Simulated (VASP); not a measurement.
# SnSe (Fm-3m) in VASP: electric field gradients with PBEsol

Aim: the electric field gradients of SnSe with PBEsol.

Program: VASP 6.6.1. These are calculated values, not measurements. Logs are shortened: lines on timing, memory, paths and dates and some standing lists are left out, and cuts for length are marked.

## 1. The cell of the first run

The structure is cubic, space group Fm-3m (No. 225). The conventional cell has a = 6.021 Å, b = 6.021 Å, c = 6.021 Å, α = 90.00°, β = 90.00°, γ = 90.00°. Within 4.0 Å of Sn (site symmetry m-3m) lie 6 Se at 3.01 Å. Se (site symmetry m-3m) has 6 Sn at 3.01 Å within 4.0 Å.

## 2. Electric field gradients, PBEsol, non-collinear spin, zero start, spin-orbit coupling

The input, INCAR:

```
ALGO = Normal
EDIFF = 1E-8
ENCUT = 520
GGA = PS
GGA_COMPAT = False
ISIF = 2
ISMEAR = -1
LASPH = True
LCHARG = False
LEFG = True
LORBIT = 11
LORBMOM = True
LREAL = False
LSORBIT = True
LWAVE = False
MAGMOM = 0 0 0 0 0 0
NBANDS = 32
NELM = 150
PREC = Accurate
SIGMA = 0.05
```

The input, KPOINTS:

```
k-points
0
Gamma
  11 11 11
```

The input, POSCAR:

```
SnSe
1.0
    0.0000000000      3.0104337128      3.0104337128
    3.0104337128      0.0000000000      3.0104337128
    3.0104337128      3.0104337128      0.0000000000
Sn Se
1 1
Direct
    0.0000000000      0.0000000000      0.0000000000
    0.5000000000      0.5000000000      0.5000000000
```

Potentials or basis: VASP PAW PBE potentials, release 64 (Sn_d, Se).

Run with:

```bash
cat potpaw_PBE.64/Sn_d/POTCAR potpaw_PBE.64/Se/POTCAR > POTCAR
mpirun -np 1 vasp_ncl > vasp.out
```

OUTCAR:

```text
EDIFF = 1E-8
   ENCUT = 520
   GGA = PS
   ISIF = 2
   ISMEAR = -1
   LASPH = True
   LORBIT = 11
   LREAL = False
   LSORBIT = True
   NELM = 150
   PREC = Accurate

 ion  position               nearest neighbor table
   1  0.000  0.000  0.000-   2 3.01   2 3.01   2 3.01   2 3.01   2 3.01   2 3.01
   2  0.500  0.500  0.500-   1 3.01   1 3.01   1 3.01   1 3.01   1 3.01   1 3.01

  LATTYP: Found a face centered cubic cell.
 ALAT       =     6.0208674256

  Lattice vectors:

 A1 = (   0.0000000000,   3.0104337128,   3.0104337128)
 A2 = (   3.0104337128,   0.0000000000,   3.0104337128)
 A3 = (   3.0104337128,   3.0104337128,   0.0000000000)

Analysis of symmetry for initial positions (statically):
=====================================================================
 Subroutine PRICEL returns:
 Original cell was already a primitive cell.

 Routine SETGRP: Setting up the symmetry group for a
 face centered cubic supercell.

 Subroutine GETGRP returns: Found 48 space group operations
 (whereof 48 operations were pure point group operations)
 out of a pool of 48 trial point group operations.

The static configuration has the point symmetry O_h .

Analysis of symmetry for dynamics (positions and initial velocities):
=====================================================================
 Subroutine PRICEL returns:
 Original cell was already a primitive cell.

 Routine SETGRP: Setting up the symmetry group for a
 face centered cubic supercell.

 Subroutine GETGRP returns: Found 48 space group operations
 (whereof 48 operations were pure point group operations)
 out of a pool of 48 trial point group operations.

The dynamic configuration has the point symmetry O_h .

Analysis of structural, dynamic, and magnetic symmetry:
=====================================================================
 Subroutine PRICEL returns:
 Original cell was already a primitive cell.

 Routine SETGRP: Setting up the symmetry group for a
 face centered cubic supercell.

 Subroutine GETGRP returns: Found 48 space group operations
 (whereof 48 operations were pure point group operations)
 out of a pool of 48 trial point group operations.

The overall configuration has the point symmetry O_h .

 Subroutine INISYM returns: Found 48 space group operations
 (whereof 48 operations are pure point group operations),
 and found     1 'primitive' translations

----------------------------------------------------------------------------------------

                                     Primitive cell

  volume of cell :      54.5654

  direct lattice vectors                    reciprocal lattice vectors
     0.000000000  3.010433713  3.010433713    -0.166089025  0.166089025  0.166089025
     3.010433713  0.000000000  3.010433713     0.166089025 -0.166089025  0.166089025
     3.010433713  3.010433713  0.000000000     0.166089025  0.166089025 -0.166089025

  length of vectors
     4.257396185  4.257396185  4.257396185     0.287674630  0.287674630  0.287674630

  position of ions in fractional coordinates (direct lattice)
     0.000000000  0.000000000  0.000000000
     0.500000000  0.500000000  0.500000000

  ion indices of the primitive-cell ions
   primitive index   ion index
                 1           1
                 2           2

----------------------------------------------------------------------------------------

 KPOINTS: k-points

Automatic generation of k-mesh.
 Grid dimensions read from file:
 generate k-points for:   11   11   11

 Generating k-lattice:

  Cartesian coordinates                     Fractional coordinates (reciprocal lattice)
    -0.015099002  0.015099002  0.015099002     0.090909091  0.000000000  0.000000000
     0.015099002 -0.015099002  0.015099002     0.000000000  0.090909091  0.000000000
     0.015099002  0.015099002 -0.015099002     0.000000000  0.000000000  0.090909091

  Length of vectors
     0.026152239  0.026152239  0.026152239

  Shift w.r.t. Gamma in fractional coordinates (k-lattice)
     0.000000000  0.000000000  0.000000000

 Subroutine IBZKPT returns following result:
 ===========================================

 Found     56 irreducible k-points:

 Following reciprocal coordinates:
[... 87 lines left out ...]

 Free energy of the ion-electron system (eV)
  ---------------------------------------------------
  ext. energy  EPLUGINS =         0.00000000
  ---------------------------------------------------
  free energy    TOTEN  =        -9.03116801 eV

  energy without entropy =       -9.03088246  energy(sigma->0) =       -9.03102524

 E-fermi :   5.5907     XC(G=0):  -9.7722

 val. band max:        5.3742025065   @ k =  -0.3636   0.0909   0.0000
 cond. band min:       5.8106645340   @ k =  -0.3636   0.0909   0.0000
 fundamental gap:      0.4364620275
 Fermi energy:         5.5906532768

 k-point     1 :       0.0000    0.0000    0.0000
  band No.  band energies     occupation
      1     -16.6554      1.00000
      2     -16.6554      1.00000
      3     -16.6554      1.00000
      4     -16.6554      1.00000
      5     -15.6214      1.00000
      6     -15.6214      1.00000
[... 829 lines left out ...]
     31      14.3873      0.00000
     32      14.3873      0.00000

 [... further k-points ...]

------------------------ aborting loop because EDIFF is reached ----------------------------------------

  FORCE on cell =-STRESS in cart. coord.  units (eV):
  Direction    XX          YY          ZZ          XY          YZ          ZX
  --------------------------------------------------------------------------------------
  -------------------------------------------------------------------------------------
  Total       -0.6269773     -0.6269773     -0.6269773      0.0000000      0.0000000      0.0000000
  in kB      -18.4096346    -18.4096346    -18.4096346      0.0000000      0.0000000      0.0000000
  external PRESSURE =     -18.4096346 kB  Pullay stress =       0.0000000 kB

 VOLUME and BASIS-vectors are now :
 -----------------------------------------------------------------------------
  energy-cutoff  :      520.00
  volume of cell :       54.57
      direct lattice vectors                 reciprocal lattice vectors
     0.000000000  3.010433713  3.010433713    -0.166089025  0.166089025  0.166089025
     3.010433713  0.000000000  3.010433713     0.166089025 -0.166089025  0.166089025
     3.010433713  3.010433713  0.000000000     0.166089025  0.166089025 -0.166089025

 POSITION                                       TOTAL-FORCE (eV/Angst)
 -----------------------------------------------------------------------------------
      0.00000      0.00000      0.00000        -0.000000     -0.000000     -0.000000
      3.01043      3.01043      3.01043         0.000000      0.000000      0.000000
 -----------------------------------------------------------------------------------
    total drift:                                0.000000     -0.000000     -0.000000

  FREE ENERGIE OF THE ION-ELECTRON SYSTEM (eV)
  ---------------------------------------------------
  free  energy   TOTEN  =        -9.0311680130 eV

  energy  without entropy=       -9.0308824594  energy(sigma->0) =       -9.03102524

 Electric field gradients (V/A^2)
---------------------------------------------------------------------
 ion       V_xx      V_yy      V_zz      V_xy      V_xz      V_yz
---------------------------------------------------------------------
   1      -0.000    -0.000    -0.000     0.002     0.002     0.002
   2       0.000     0.000    -0.000    -0.000    -0.000    -0.000
---------------------------------------------------------------------

 Electric field gradients after diagonalization (V/A^2)
 (convention: |V_zz| > |V_xx| > |V_yy|)
----------------------------------------------------------------------
 ion       V_xx      V_yy      V_zz     asymmetry (V_yy - V_xx)/ V_zz
----------------------------------------------------------------------
   1      -0.002    -0.002     0.003       0.000
   2       0.000     0.000    -0.000       0.000
----------------------------------------------------------------------

           NMR quadrupolar parameters

 Cq : quadrupolar parameter    Cq=e*Q*V_zz/h
 eta: asymmetry parameters     (V_yy - V_xx)/ V_zz
 Q  : nuclear electric quadrupole moment in mb (millibarn)
----------------------------------------------------------------------
 ion       Cq(MHz)       eta       Q (mb)
----------------------------------------------------------------------
   1       0.000       0.000       1.000
   2      -0.000       0.000       1.000
----------------------------------------------------------------------

 orbital moment (x)

 # of ion     p       d       tot
 ----------------------------------------
  1        -0.000  -0.000  -0.000
  2        -0.000  -0.000  -0.000
 ----------------------------------------
           -0.000  -0.000  -0.000

 orbital moment (y)

 # of ion     p       d       tot
 ----------------------------------------
  1        -0.000  -0.000  -0.000
  2         0.000  -0.000   0.000
 ----------------------------------------
           -0.000  -0.000  -0.000

 orbital moment (z)

 # of ion     p       d       tot
 ----------------------------------------
  1         0.000  -0.000  -0.000
  2        -0.000   0.000  -0.000
 ----------------------------------------
           -0.000  -0.000  -0.000

 Spin-Orbit-Coupling matrix elements

 Ion:    1  E_soc:     -0.0890625
 l=   1
     0.0000000    -0.0086909    -0.0086909
    -0.0086909     0.0000000    -0.0086909
    -0.0086909    -0.0086909     0.0000000
 l=   2
     0.0000000    -0.0012276     0.0000000    -0.0012276    -0.0049252
    -0.0012276     0.0000000    -0.0036939    -0.0012276    -0.0012313
     0.0000000    -0.0036939     0.0000000    -0.0036939     0.0000000
    -0.0012276    -0.0012276    -0.0036939     0.0000000    -0.0012313
    -0.0049252    -0.0012313     0.0000000    -0.0012313     0.0000000
 l=   3
     0.0000000     0.0000000     0.0000000     0.0000000     0.0000000     0.0000000     0.0000000
     0.0000000     0.0000000     0.0000000     0.0000000     0.0000000     0.0000000     0.0000000
     0.0000000     0.0000000     0.0000000     0.0000000     0.0000000     0.0000000     0.0000000
     0.0000000     0.0000000     0.0000000     0.0000000     0.0000000     0.0000000     0.0000000
     0.0000000     0.0000000     0.0000000     0.0000000     0.0000000     0.0000000     0.0000000
     0.0000000     0.0000000     0.0000000     0.0000000     0.0000000     0.0000000     0.0000000
     0.0000000     0.0000000     0.0000000     0.0000000     0.0000000     0.0000000     0.0000000

 Ion:    2  E_soc:     -0.0434655
 l=   1
     0.0000000    -0.0072541    -0.0072541
    -0.0072541     0.0000000    -0.0072541
    -0.0072541    -0.0072541     0.0000000
 l=   2
     0.0000000    -0.0000015     0.0000000    -0.0000015     0.0000114
    -0.0000015     0.0000000     0.0000085    -0.0000015     0.0000028
     0.0000000     0.0000085     0.0000000     0.0000085     0.0000000
    -0.0000015    -0.0000015     0.0000085     0.0000000     0.0000028
     0.0000114     0.0000028     0.0000000     0.0000028     0.0000000
 l=   3
     0.0000000     0.0000000     0.0000000     0.0000000     0.0000000     0.0000000     0.0000000
     0.0000000     0.0000000     0.0000000     0.0000000     0.0000000     0.0000000     0.0000000
     0.0000000     0.0000000     0.0000000     0.0000000     0.0000000     0.0000000     0.0000000
     0.0000000     0.0000000     0.0000000     0.0000000     0.0000000     0.0000000     0.0000000
     0.0000000     0.0000000     0.0000000     0.0000000     0.0000000     0.0000000     0.0000000
     0.0000000     0.0000000     0.0000000     0.0000000     0.0000000     0.0000000     0.0000000
     0.0000000     0.0000000     0.0000000     0.0000000     0.0000000     0.0000000     0.0000000

 total charge

# of ion       s       p       d       tot
------------------------------------------
    1        1.381   0.672   9.990  12.043
    2        1.479   2.276   0.026   3.781
--------------------------------------------------
tot          2.860   2.948  10.016  15.824

 magnetization (x)

# of ion       s       p       d       tot
------------------------------------------
    1        0.000  -0.000   0.000   0.000
    2       -0.000  -0.000   0.000  -0.000
--------------------------------------------------
tot          0.000  -0.000   0.000   0.000

 magnetization (y)

# of ion       s       p       d       tot
------------------------------------------
    1        0.000   0.000   0.000   0.000
    2       -0.000  -0.000  -0.000  -0.000
--------------------------------------------------
tot          0.000  -0.000  -0.000  -0.000

 magnetization (z)

# of ion       s       p       d       tot
------------------------------------------
    1       -0.000   0.000   0.000  -0.000
    2        0.000   0.000  -0.000   0.000
--------------------------------------------------
tot         -0.000   0.000  -0.000  -0.000
```

It took 2.1 min on 1 thread of Intel Xeon Platinum 8488C (Sapphire Rapids), shared host; peak memory 0.39 GiB.

What came out:

* Free energy: -9.0312 eV
* Pressure: -1.8 GPa
* Net moment: 0.00 μB per cell
* Largest electric field gradient by atom: zero within the noise of the run
* Valence electrons inside the program's atomic spheres: Sn 12.04; Se 3.78

Moments on the atoms (μB; x, y, z):
```
Sn  0.00 0.00 0.00
Se  0.00 0.00 0.00
```

Caveat: this odd mesh misses L, so gap, dielectric constants and Born charges aren't listed; the PAW data sets were made with another functional, which shifts forces and pressure a little.
